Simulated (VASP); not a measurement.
# SiC (rocksalt type): single point with PBE

Crystal: SiC (rocksalt type).

```xyz
2
Lattice="0.0000 2.0290 2.0290 2.0290 0.0000 2.0290 2.0290 2.0290 0.0000" Properties=species:S:1:pos:R:3 pbc="T T T"
Si    0.0000    0.0000    0.0000
C     2.0290    2.0290    2.0290
```

```json
{"Program": "VASP 6.6.1", "Task": "single point", "Functional": "PBE", "Potentials or basis": "VASP PAW PBE potentials, release 64 (Si, C)", "Cutoff": "520 eV", "k mesh": "15 × 15 × 15", "Occupations": "fermi-dirac, width 0.08 eV", "Spin": "no spin polarisation"}
```

The pressure is 0.0 GPa and the band gap on the k mesh is zero (bands 4 and 5 overlap by 0.99 eV).

Levels at points of the mesh, in eV from the Fermi level:
```
           k point  band 2  band 3  band 4  band 5  band 6  band 7
(0.00, 0.00, 0.00)    0.04    0.04    0.04    7.38    8.98    8.98
```

Wall time 24 s on 1 thread of Intel Xeon 8259CL, with other jobs on the host, peak memory 0.15 GiB.
